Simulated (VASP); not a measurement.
# HfGe (Pm-3m) in VASP: a series of runs

Aim: see how the results for HfGe move with the level of theory and the settings. Levels: PBE, RPBE. Tasks: single point, relaxation of cell and atoms.

All numbers are computed with VASP 6.6.1; they aren't measurements. Logs are shortened: lines on timing, memory, paths and dates and some standing lists are left out, and cuts for length are marked.

## (1) The cell of the first run

The structure is cubic, space group Pm-3m (No. 221). Conventional cell: a = 3.348 Å, b = 3.348 Å, c = 3.348 Å, α = 90.00°, β = 90.00°, γ = 90.00°. Hf (site symmetry m-3m) has 8 Ge at 2.90 Å and 6 Hf at 3.35 Å within 3.8 Å. Ge (site symmetry m-3m) has 8 Hf at 2.90 Å and 6 Ge at 3.35 Å within 3.8 Å.

## (2) Single point, PBE

INCAR reads:

```
SYSTEM = HfGe
PREC = Accurate
ENCUT = 520
EDIFF = 1E-6
ISMEAR = -1
SIGMA = 0.05
LREAL = .False.
LASPH = .True.
NELM = 100
ALGO = Normal
ISIF = 2
LWAVE = .False.
LCHARG = .True.
GGA = PE
LELF = .True.
LVHAR = .True.
NBANDS = 19
```

KPOINTS reads:

```
Automatic mesh
0
Gamma
  6 6 6
  0 0 0
```

POSCAR reads:

```
HfGe
1.0
    3.3475044196      0.0000000000      0.0000000000
    0.0000000000      3.3475044196      0.0000000000
    0.0000000000      0.0000000000      3.3475044196
Hf Ge
1 1
Direct
    0.0000000000      0.0000000000      0.0000000000
    0.5000000000      0.5000000000      0.5000000000
```

Potentials or basis: VASP PAW PBE potentials, release 64 (Hf_pv, Ge_d).

Started as:

```bash
$ cat potpaw_PBE.64/Hf_pv/POTCAR potpaw_PBE.64/Ge_d/POTCAR > POTCAR
$ mpirun -np 1 vasp_std > vasp.out
```

OUTCAR:

```text
SYSTEM = HfGe
   PREC = Accurate
   ENCUT = 520
   EDIFF = 1E-6
   ISMEAR = -1
   LREAL = .False.
   LASPH = .True.
   NELM = 100
   ISIF = 2
   GGA = PE

 ion  position               nearest neighbor table
   1  0.000  0.000  0.000-   2 2.90   2 2.90   2 2.90   2 2.90   2 2.90   2 2.90   2 2.90   2 2.90

   2  0.500  0.500  0.500-   1 2.90   1 2.90   1 2.90   1 2.90   1 2.90   1 2.90   1 2.90   1 2.90

  LATTYP: Found a simple cubic cell.
 ALAT       =     3.3475044196

  Lattice vectors:

 A1 = (   3.3475044196,   0.0000000000,   0.0000000000)
 A2 = (   0.0000000000,   3.3475044196,   0.0000000000)
 A3 = (   0.0000000000,   0.0000000000,   3.3475044196)

Analysis of symmetry for initial positions (statically):
=====================================================================
 Subroutine PRICEL returns:
 Original cell was already a primitive cell.

 Routine SETGRP: Setting up the symmetry group for a
 simple cubic supercell.

 Subroutine GETGRP returns: Found 48 space group operations
[... 9 lines left out ...]

 Routine SETGRP: Setting up the symmetry group for a
 simple cubic supercell.

 Subroutine GETGRP returns: Found 48 space group operations
[... 11 lines left out ...]
                                     Primitive cell

  volume of cell :      37.5114

  direct lattice vectors                    reciprocal lattice vectors
     3.347504420  0.000000000  0.000000000     0.298730001  0.000000000  0.000000000
     0.000000000  3.347504420  0.000000000     0.000000000  0.298730001  0.000000000
     0.000000000  0.000000000  3.347504420     0.000000000  0.000000000  0.298730001

  length of vectors
     3.347504420  3.347504420  3.347504420     0.298730001  0.298730001  0.298730001

  position of ions in fractional coordinates (direct lattice)
     0.000000000  0.000000000  0.000000000
     0.500000000  0.500000000  0.500000000

  ion indices of the primitive-cell ions
   primitive index   ion index
                 1           1
                 2           2

----------------------------------------------------------------------------------------

 KPOINTS: Automatic mesh

Automatic generation of k-mesh.
 Grid dimensions read from file:
 generate k-points for:    6    6    6

 Generating k-lattice:

  Cartesian coordinates                     Fractional coordinates (reciprocal lattice)
     0.049788334  0.000000000  0.000000000     0.166666667  0.000000000  0.000000000
     0.000000000  0.049788334  0.000000000     0.000000000  0.166666667  0.000000000
     0.000000000  0.000000000  0.049788334     0.000000000  0.000000000  0.166666667

  Length of vectors
     0.049788334  0.049788334  0.049788334

  Shift w.r.t. Gamma in fractional coordinates (k-lattice)
     0.000000000  0.000000000  0.000000000

 Subroutine IBZKPT returns following result:
 ===========================================

 Found     20 irreducible k-points:

 Following reciprocal coordinates:
            Coordinates               Weight
  0.000000  0.000000  0.000000      1.000000
  0.166667  0.000000  0.000000      6.000000
  0.333333  0.000000  0.000000      6.000000
  0.500000  0.000000  0.000000      3.000000
  0.166667  0.166667  0.000000     12.000000
  0.333333  0.166667  0.000000     24.000000
[... 12 lines left out ...]
  0.500000  0.500000  0.333333      6.000000
  0.500000  0.500000  0.500000      1.000000
   k-points           NKPTS =     20   k-points in BZ     NKDIM =     20   number of bands    NBANDS=     19
   number of dos      NEDOS =    301   number of ions     NIONS =      2
   total plane-waves  NPLWV =  21952
   dimension x,y,z NGX =    28 NGY =   28 NGZ =   28
   dimension x,y,z NGXF=    56 NGYF=   56 NGZF=   56
   ions per type =               1   1
   NGX,Y,Z   is equivalent  to a cutoff of  13.91, 13.91, 13.91 a.u.
   NGXF,Y,Z  is equivalent  to a cutoff of  27.81, 27.81, 27.81 a.u.
 SYSTEM =  HfGe
   PREC   = accura    normal or accurate (medium, high low for compatibility)
   ISTART =      0    job   : 0-new  1-cont  2-samecut
   ICHARG =      2    charge: 1-file 2-atom 10-const
   ISPIN  =      1    spin polarized calculation?
   LNONCOLLINEAR =      F non collinear calculations
   LSORBIT =      F    spin-orbit coupling
   LASPH  =      T    aspherical Exc in radial PAW
   ENCUT  =  520.0 eV  38.22 Ry    6.18 a.u.   6.22  6.22  6.22*2*pi/ulx,y,z
   NELM   =    100;   NELMIN=  2; NELMDL= -5     # of ELM steps
   EDIFF  = 0.1E-05   stopping-criterion for ELM
   LREAL  =      F    real-space projection
   EDIFFG = 0.1E-04   stopping-criterion for IOM
   NSW    =      0    number of steps for IOM
   IBRION =     -1    ionic relax: 0-MD 1-quasi-New 2-CG
   NFREE  =      0    steps in history (QN), initial steepest desc. (CG)
   ISIF   =      2    stress and relaxation
   ISYM   =      2    0-nonsym 1-usesym 2-fastsym
   POTIM  = 0.5000    time-step for ionic-motion
   TEBEG  =    0.0;   TEEND  =   0.0 temperature during run
   PSTRESS=    0.0 pullay stress
   NELECT =      24.0000    total number of electrons
   NUPDOWN=      -1.0000    fix difference up-down
   EMIN   =  10.00;   EMAX   =-10.00  energy-range for DOS
   EFERMI =   0.00;   METHOD = LEGACY
   ISMEAR =    -1;   SIGMA  =   0.05  broadening in eV -4-tet -1-fermi 0-gaus
   EFERMI_NEDOS =   21; number of points for ismear=-14 and -15
   IALGO  =     38    algorithm
   IMIX   =      4    mixing-type and parameters
     AMIX     =   0.40;   BMIX     =  1.00
     AMIX_MAG =   1.60;   BMIX_MAG =  1.00
  volume/ion in A,a.u.               =      18.76       126.57
  Fermi-wavevector in a.u.,A,eV,Ry     =   1.410666  2.665772 27.075288  1.989978
  Thomas-Fermi vector in A             =   2.532596
   LORBIT       =      0    0 simple, 1 ext, 2 COOP (PROOUT), +10 PAW based schemes
   GGA     = PE    functional components
   LHFCALC =     F    Hartree Fock is set to
   AEXX    =    0.0000 exact exchange contribution
   IVDW    =     0    specifies the selected vdW correction
   LEPSILON=     F    determine dielectric tensor
   LRPA    =     F    only Hartree local field effects (RPA)
 non-spin polarized calculation
  energy-cutoff  :      520.00
  volume of cell :       37.51
 maximum number of plane-waves:      1024
 NGX is ok and might be reduce to    28
   NGX = 13   NGY = 13   NGZ = 13

 number of electron      23.9999991 magnetization

 Free energy of the ion-electron system (eV)
  ---------------------------------------------------
  ext. energy  EPLUGINS =         0.00000000
  ---------------------------------------------------
  free energy    TOTEN  =       -15.00447149 eV

  energy without entropy =      -14.98234691  energy(sigma->0) =      -14.99340920

 E-fermi :   6.5599     XC(G=0): -11.7554

 val. band max:        6.4957750084   @ k =   0.1667   0.1667   0.0000
 cond. band min:       6.5711122246   @ k =   0.5000   0.1667   0.1667
 fundamental gap:      0.0753372162
 Fermi energy:         6.5598621441

 k-point     1 :       0.0000    0.0000    0.0000
  band No.  band energies     occupation
      1     -24.0683      2.00000
      2     -24.0683      2.00000
      3     -24.0683      2.00000
      4     -17.7163      2.00000
      5     -17.7163      2.00000
      6     -17.7000      2.00000
[... 11 lines left out ...]
     18      11.7263      0.00000
     19      17.9846      0.00000

 k-point     2 :       0.1667    0.0000    0.0000
  band No.  band energies     occupation
      1     -24.1390      2.00000
      2     -24.0628      2.00000
      3     -24.0628      2.00000
      4     -17.7156      2.00000
      5     -17.7068      2.00000
      6     -17.7005      2.00000
[... 11 lines left out ...]
     18      13.4208      0.00000
     19      16.1417      0.00000

 k-point     3 :       0.3333    0.0000    0.0000
  band No.  band energies     occupation
      1     -24.2773      2.00000
      2     -24.0520      2.00000
      3     -24.0520      2.00000
      4     -17.7142      2.00000
      5     -17.7014      2.00000
      6     -17.7014      2.00000
[... 11 lines left out ...]
     18      13.9556      0.00000
     19      14.6809      0.00000

 k-point     4 :       0.5000    0.0000    0.0000
  band No.  band energies     occupation
      1     -24.3450      2.00000
      2     -24.0465      2.00000
      3     -24.0465      2.00000
      4     -17.7135      2.00000
      5     -17.7019      2.00000
      6     -17.7019      2.00000
[... 11 lines left out ...]
     18      15.1451      0.00000
     19      15.1451      0.00000

 k-point     5 :       0.1667    0.1667    0.0000
  band No.  band energies     occupation
      1     -24.1365      2.00000
      2     -24.1278      2.00000
      3     -24.0571      2.00000
      4     -17.7108      2.00000
      5     -17.7027      2.00000
      6     -17.7023      2.00000
[... 11 lines left out ...]
     18      15.1672      0.00000
     19      16.7497      0.00000
[... 246 lines left out ...]
      2     -24.2245      2.00000
      3     -24.2245      2.00000
      4     -17.7155      2.00000
      5     -17.7063      2.00000
      6     -17.7063      2.00000
[... 11 lines left out ...]
     18      14.0417      0.00000
     19      16.7050      0.00000

 k-point    18 :       0.5000    0.3333    0.3333
  band No.  band energies     occupation
      1     -24.2891      2.00000
      2     -24.2193      2.00000
      3     -24.2177      2.00000
      4     -17.7151      2.00000
      5     -17.7077      2.00000
      6     -17.7055      2.00000
[... 11 lines left out ...]
     18      14.6119      0.00000
     19      15.0860      0.00000

 k-point    19 :       0.5000    0.5000    0.3333
  band No.  band energies     occupation
      1     -24.2811      2.00000
      2     -24.2811      2.00000
      3     -24.2114      2.00000
      4     -17.7108      2.00000
      5     -17.7076      2.00000
      6     -17.7076      2.00000
[... 11 lines left out ...]
     18      15.0198      0.00000
     19      16.0121      0.00000

 k-point    20 :       0.5000    0.5000    0.5000
  band No.  band energies     occupation
      1     -24.2739      2.00000
      2     -24.2739      2.00000
      3     -24.2739      2.00000
      4     -17.7063      2.00000
      5     -17.7063      2.00000
      6     -17.7063      2.00000
[... 11 lines left out ...]
     18      14.4028      0.00000
     19      15.3621      0.00000

------------------------ aborting loop because EDIFF is reached ----------------------------------------

  FORCE on cell =-STRESS in cart. coord.  units (eV):
  Direction    XX          YY          ZZ          XY          YZ          ZX
  --------------------------------------------------------------------------------------
  -------------------------------------------------------------------------------------
  Total       -0.0739720     -0.0739720     -0.0739720      0.0000000     -0.0000000      0.0000000
  in kB       -3.1594733     -3.1594733     -3.1594733      0.0000000     -0.0000000      0.0000000
  external PRESSURE =      -3.1594733 kB  Pullay stress =       0.0000000 kB

 VOLUME and BASIS-vectors are now :
 -----------------------------------------------------------------------------
  energy-cutoff  :      520.00
  volume of cell :       37.51
      direct lattice vectors                 reciprocal lattice vectors
     3.347504420  0.000000000  0.000000000     0.298730001  0.000000000  0.000000000
     0.000000000  3.347504420  0.000000000     0.000000000  0.298730001  0.000000000
     0.000000000  0.000000000  3.347504420     0.000000000  0.000000000  0.298730001

 POSITION                                       TOTAL-FORCE (eV/Angst)
 -----------------------------------------------------------------------------------
      0.00000      0.00000      0.00000         0.000000      0.000000      0.000000
      1.67375      1.67375      1.67375         0.000000      0.000000      0.000000
 -----------------------------------------------------------------------------------
    total drift:                                0.000000      0.000000      0.000000

  FREE ENERGIE OF THE ION-ELECTRON SYSTEM (eV)
  ---------------------------------------------------
  free  energy   TOTEN  =       -15.0044714868 eV

  energy  without entropy=      -14.9823469093  energy(sigma->0) =      -14.99340920
```

Wall time 7.5 s (1 thread of AMD EPYC 9R45 (Zen 5), shared host); peak memory 0.13 GiB.

What came out:

* Free energy: -15.0045 eV
* Pressure: -0.3 GPa
* Band gap on the k mesh: zero (band 12 reaches 8.40 eV, above the bottom of band 13 at 6.08 eV)

Levels at points of the mesh, in eV from the Fermi level:
```
           k point  band 8  band 9  band 10  band 11  band 12  band 13  band 14  band 15  band 16  band 17
(0.00, 0.00, 0.00)  -24.26  -11.56    -1.50    -1.50     1.84     1.84     1.84     3.61     3.61     3.61
(0.50, 0.00, 0.00)  -24.24   -8.89    -6.43    -0.58    -0.48    -0.48     3.93     5.10     6.50     7.59
(0.50, 0.50, 0.00)  -24.22   -8.47    -3.04    -3.04    -1.86     1.65     1.65     3.98     4.13     5.47
(0.50, 0.50, 0.50)  -24.22   -5.87    -4.40    -4.40    -4.40     3.71     3.71     3.71     5.64     5.64
```

Caveat: spin-orbit coupling is left out, which moves the levels of the heavy elements.

[end of part 1 of 2]
